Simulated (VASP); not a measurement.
Wanted: the native input for a VASP 6.6.1 run.

```yaml
Task: single point
Functional: PBE
Potentials_or_basis: VASP PAW PBE potentials, release 64 (Te, Pt)
Cutoff: 500 eV
k_mesh: 12 × 12 × 8
Occupations: gaussian, width 0.15 eV
Spin: collinear spin
Starting_moments: "[0.0, 0.0, 0.375] μB"
Fixed_moment: 0.375 μB
Dipole_correction: no
Further_INCAR_settings: ALGO = Normal; EDIFF = 1e-06; NBANDS = 22
```

The structure of Te2Pt lies in POSCAR:

```
Te2Pt
1.0
    4.3041829986      0.0000000000      0.0000000000
   -2.1520914993      3.7275318194      0.0000000000
    0.0000000000      0.0000000000      5.6725952786
Te Pt
2 1
Direct
    0.3333333333      0.6666666667      0.2528728645
    0.6666666667      0.3333333333      0.7471271355
    0.0000000000      0.0000000000      0.0000000000
```

The input as run:

INCAR

```
SYSTEM = Te2Pt
PREC = Accurate
ENCUT = 500
EDIFF = 1E-6
ISMEAR = 0
SIGMA = 0.15
LREAL = .False.
LASPH = .True.
NELM = 200
ALGO = Normal
ISIF = 2
LWAVE = .False.
LCHARG = .False.
ISPIN = 2
MAGMOM = 0 0 0.375
LORBIT = 11
NUPDOWN = 0.375
LMAXMIX = 4
GGA = PE
NBANDS = 22
GGA_COMPAT = .False.
```

KPOINTS

```
Automatic mesh
0
Gamma
  12 12 8
  0 0 0
```

Potentials or basis: VASP PAW PBE potentials, release 64 (Te, Pt).

Run with:

```bash
$ cat potpaw_PBE.64/Te/POTCAR potpaw_PBE.64/Pt/POTCAR > POTCAR
$ mpirun -np 1 vasp_std > vasp.out
```

It gave:

```yaml
Pressure: -9.6 GPa
Largest_force: 1.043 eV/Å
Net_moment: 0.38 μB per cell
Site_moments: Te +0.07; Pt +0.11 μB
Valence_electrons_inside_the_program's_atomic_spheres: Te 3.23; Pt 9.02
```

Caveat: the cell stands under tension; the total moment is fixed, so each spin has its own Fermi level and the state may be an excited one; forces of over 1 eV/Å act on the atoms, so gaps and moduli don't describe the material at rest.

Run time: 9.9 min on 1 thread of Oxide Virtual Turin-like Processor (shared host), peak memory 0.47 GiB.
